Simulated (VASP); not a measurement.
# Pd (Fm-3m) in VASP: notebook, part 2 of 2

VASP 6.6.1. Earlier steps stand in the parts before.

## Step 3: Single point, PBEsol

This run uses another cell than the first one, of 14.21 Å³/atom, 0.987 times its volume.

File INCAR:

```
ALGO = Normal
EDIFF = 1E-6
ENCUT = 520
GGA = PS
ISIF = 2
ISMEAR = -1
LASPH = True
LCHARG = False
LREAL = False
LWAVE = False
NBANDS = 11
NELM = 60
PREC = Accurate
SIGMA = 0.05
```

File KPOINTS:

```
k-points
0
Gamma
  12 12 12
```

File POSCAR:

```
Pd
1.0
    0.0000000000      1.9222420244      1.9222420244
    1.9222420244      0.0000000000      1.9222420244
    1.9222420244      1.9222420244      0.0000000000
Pd
1
Direct
    0.0000000000      0.0000000000      0.0000000000
```

Potentials or basis: VASP PAW PBE potentials, release 64 (Pd).

Run with:

```
$ cat potpaw_PBE.64/Pd/POTCAR > POTCAR
$ mpirun -np 1 vasp_std > vasp.out
```

OUTCAR:

```text
EDIFF = 1E-6
   ENCUT = 520
   GGA = PS
   ISIF = 2
   ISMEAR = -1
   LASPH = True
   LREAL = False
   NELM = 60
   PREC = Accurate

 ion  position               nearest neighbor table
   1  0.000  0.000  0.000-

  LATTYP: Found a face centered cubic cell.
 ALAT       =     3.8444840488

  Lattice vectors:

 A1 = (   0.0000000000,   1.9222420244,   1.9222420244)
 A2 = (   1.9222420244,   0.0000000000,   1.9222420244)
 A3 = (   1.9222420244,   1.9222420244,   0.0000000000)

Analysis of symmetry for initial positions (statically):
[... 33 lines left out ...]
                                     Primitive cell

  volume of cell :      14.2054

  direct lattice vectors                    reciprocal lattice vectors
     0.000000000  1.922242024  1.922242024    -0.260112927  0.260112927  0.260112927
     1.922242024  0.000000000  1.922242024     0.260112927 -0.260112927  0.260112927
     1.922242024  1.922242024  0.000000000     0.260112927  0.260112927 -0.260112927

  length of vectors
     2.718460741  2.718460741  2.718460741     0.450528806  0.450528806  0.450528806

  position of ions in fractional coordinates (direct lattice)
     0.000000000  0.000000000  0.000000000

  ion indices of the primitive-cell ions
   primitive index   ion index
[... 120 lines left out ...]
 E-fermi :  10.2395     XC(G=0): -13.6181

 val. band max:       10.2355205804   @ k =   0.4167   0.2500   0.0000
 cond. band min:      10.2402162735   @ k =   0.5000   0.0000   0.0000
 fundamental gap:      0.0046956931
 Fermi energy:        10.2394809431

 k-point     1 :       0.0000    0.0000    0.0000
  band No.  band energies     occupation
      1       2.7330      2.00000
      2       7.2251      2.00000
      3       7.2251      2.00000
      4       7.2251      2.00000
      5       8.9609      2.00000
      6       8.9609      2.00000
      7      27.4081      0.00000
      8      32.3964      0.00000
      9      32.3964      0.00000
     10      32.3964      0.00000
     11      36.1872      0.00000
[... 309 lines left out ...]
 k-point    24 :      -0.4167    0.1667    0.0000
  band No.  band energies     occupation
      1       5.2601      2.00000
      2       6.7146      2.00000
      3       7.7500      2.00000
      4       8.1679      2.00000
      5       9.9949      1.98510
      6      13.9069      0.00000
      7      18.0780      0.00000
      8      26.3004      0.00000
      9      29.3225      0.00000
     10      30.4955      0.00000
     11      36.2560      0.00000

 [... further k-points ...]
[... 5 lines left out ...]
  --------------------------------------------------------------------------------------
  -------------------------------------------------------------------------------------
  Total        0.4071523      0.4071523      0.4071523      0.0000000      0.0000000     -0.0000000
  in kB       45.9212097     45.9212097     45.9212097      0.0000000      0.0000000     -0.0000000
  external PRESSURE =      45.9212097 kB  Pullay stress =       0.0000000 kB

 VOLUME and BASIS-vectors are now :
 -----------------------------------------------------------------------------
  energy-cutoff  :      520.00
  volume of cell :       14.21
      direct lattice vectors                 reciprocal lattice vectors
     0.000000000  1.922242024  1.922242024    -0.260112927  0.260112927  0.260112927
     1.922242024  0.000000000  1.922242024     0.260112927 -0.260112927  0.260112927
     1.922242024  1.922242024  0.000000000     0.260112927  0.260112927 -0.260112927

 POSITION                                       TOTAL-FORCE (eV/Angst)
 -----------------------------------------------------------------------------------
      0.00000      0.00000      0.00000         0.000000     -0.000000      0.000000
 -----------------------------------------------------------------------------------
    total drift:                                0.000000      0.000000      0.000000

  FREE ENERGIE OF THE ION-ELECTRON SYSTEM (eV)
  ---------------------------------------------------
  free  energy   TOTEN  =        -5.9709527421 eV

  energy  without entropy=       -5.9524285956  energy(sigma->0) =       -5.96169067
```

OSZICAR:

```text
N       E                     dE             d eps       ncg     rms          rms(c)
DAV:   1     0.424880465197E+02    0.42488E+02   -0.53060E+03  1592   0.865E+02
DAV:   2    -0.577960071296E+01   -0.48268E+02   -0.46997E+02  1787   0.185E+02
DAV:   3    -0.636594492531E+01   -0.58634E+00   -0.58430E+00  1908   0.218E+01
DAV:   4    -0.636824497670E+01   -0.23001E-02   -0.22998E-02  1890   0.143E+00
DAV:   5    -0.636826754340E+01   -0.22567E-04   -0.22566E-04  2123   0.133E-01    0.925E+00
DAV:   6    -0.599103728441E+01    0.37723E+00   -0.14550E+00  1947   0.994E+00    0.415E+00
DAV:   7    -0.597620157767E+01    0.14836E-01   -0.56690E-02  2157   0.156E+00    0.206E+00
DAV:   8    -0.597104514797E+01    0.51564E-02   -0.29405E-03  1967   0.547E-01    0.169E-01
DAV:   9    -0.597094800713E+01    0.97141E-04   -0.34933E-04  2044   0.163E-01    0.127E-02
DAV:  10    -0.597095364666E+01   -0.56395E-05   -0.35127E-06  2002   0.148E-02    0.137E-02
DAV:  11    -0.597095274212E+01    0.90454E-06   -0.11981E-07  1396   0.345E-03
   1 F= -.59709527E+01 E0= -.59616907E+01  d E =-.185241E-01
```

stdout:

```text
POSCAR found type information on POSCAR Pd
 POSCAR found :  1 types and       1 ions
 scaLAPACK will be used
 -----------------------------------------------------------------------------
|                                                                             |
|                                                                             |
|     You enforced a specific xc type in the INCAR file but a different       |
|     I HOPE YOU KNOW WHAT YOU ARE DOING!                                     |
|                                                                             |
 -----------------------------------------------------------------------------

 LDA part: xc-table for (Slater+PW92), standard interpolation
 POSCAR, INCAR and KPOINTS ok, starting setup
 FFT: planning ... GRIDC
 FFT: planning ... GRID_SOFT
 FFT: planning ... GRID
 WAVECAR not read
 entering main loop
```

Run time: 13 s. Hardware: 1 thread of Intel Xeon 8259CL, shared host; peak memory 0.13 GiB.

What came out:

```
Free energy            : -5.9710 eV
Pressure               : 4.6 GPa
Band gap on the k mesh : zero (band 5 reaches 10.58 eV, above the bottom of band 6 at 8.89 eV)
```

Caveat: the PAW data sets were made with another functional, which shifts forces and pressure a little.

## Step 4: Relaxation of cell and atoms, PBEsol

This run uses another cell than the first one, of 14.75 Å³/atom, 1.025 times its volume.

File INCAR:

```
SYSTEM = Pd
ALGO     = Fast           ! electronic algorithm
EDIFF    = 1E-6           ! SCF threshold, eV
EDIFFG   = -0.01          ! ionic threshold
ENCUT    = 600            ! plane-wave cutoff, eV
GGA      = PS             ! functional
IBRION   = 2              ! ionic algorithm
ISIF     = 3              ! what is computed and relaxed
ISMEAR   = -1             ! smearing method
LASPH    = .TRUE.         ! aspherical terms in the spheres
LCHARG   = .FALSE.        ! write CHGCAR
LREAL    = .FALSE.        ! projectors in reciprocal space
LWAVE    = .FALSE.        ! write WAVECAR
NELM     = 100            ! most SCF steps
NSW      = 60             ! ionic steps
PREC     = Accurate       ! precision mode
SIGMA    = 0.05           ! smearing width, eV
```

File KPOINTS:

```
k-points
0
G
  12 12 12
  0 0 0
```

File POSCAR:

```
Pd
1.0
    0.0000000000      1.9465000000      1.9465000000
    1.9465000000      0.0000000000      1.9465000000
    1.9465000000      1.9465000000      0.0000000000
Pd
1
Direct
    0.0000000000      0.0000000000      0.0000000000
```

Run with:

```
$ cat potpaw_PBE.64/Pd/POTCAR > POTCAR
$ mpirun -np 1 vasp_std > vasp.out
```

Run time: 35 s. Hardware: 1 thread of Intel Xeon 8259CL, shared host; peak memory 0.15 GiB.

The run converged. Its results:

| Quantity | Value |
| --- | --- |
| Free energy | -5.9759 eV |
| Relaxed volume | 14.51 Å³/atom |
| Relaxed cell | a = 2.738 Å, b = 2.738 Å, c = 2.738 Å, α = 60.00°, β = 60.00°, γ = 60.00° |
| Space group after relaxing (to 0.05 Å) | Fm-3m (No. 225) |
| Energy gained by relaxing | 2.5 meV/atom |
| Ionic steps | 3 |
| Pressure after relaxing | 0.0 GPa |
| Band gap on the k mesh | zero (band 5 reaches 10.19 eV, above the bottom of band 6 at 8.57 eV) |

The path:
```csv
step,energy change (eV),largest force (eV/Å),pressure (GPa),volume (Å³)
1,0.0000,0.0000,-3.31,14.75
2,0.0049,0.0000,6.19,14.11
3,-0.0025,0.0000,-0.02,14.51
```

Final structure:
```
Pd
1.0
     0.00000    1.93577    1.93577
     1.93577    0.00000    1.93577
     1.93577    1.93577    0.00000
Pd
1
Direct
  0.00000 0.00000 0.00000
```

Levels at points of the mesh, in eV from the Fermi level:
```tsv
k point	band 2	band 3	band 4	band 5	band 6	band 7	band 8	band 9
(0.00, 0.00, 0.00)	-2.91	-2.91	-2.91	-1.24	-1.24	17.17	22.03	22.03
(0.50, 0.00, 0.00)	-2.96	-2.96	0.00	0.00	0.92	7.42	16.53	21.20
(0.50, 0.50, 0.00)	-5.25	-0.02	0.32	0.32	3.28	10.91	13.23	13.23
```

Caveat: the PAW data sets were made with another functional, which shifts forces and pressure a little.

## Step 5: Overview

| task | cell | cutoff (eV) | gap on the mesh (eV) | pressure (GPa) |
| --- | --- | --- | --- | --- |
| single point | a = 2.731 Å, angles 60.0°, 1 atom | 520 | none | 1.6 |
| single point | a = 2.718 Å, angles 60.0°, 1 atom | 520 | none | 4.6 |
| relaxation of cell and atoms | relaxed from a = 2.753 Å, angles 60.0°, 1 atom | 600 | none | 0.0 |

Alike in all rows: level PBEsol; potentials or basis VASP PAW PBE potentials, release 64 (Pd); no spin polarisation; k mesh 12 × 12 × 12; smearing fermi-dirac 0.05 eV.

Caveats: the PAW data sets were made with another functional, which shifts forces and pressure a little.

Absolute energies hang on the potentials; compare differences alone.
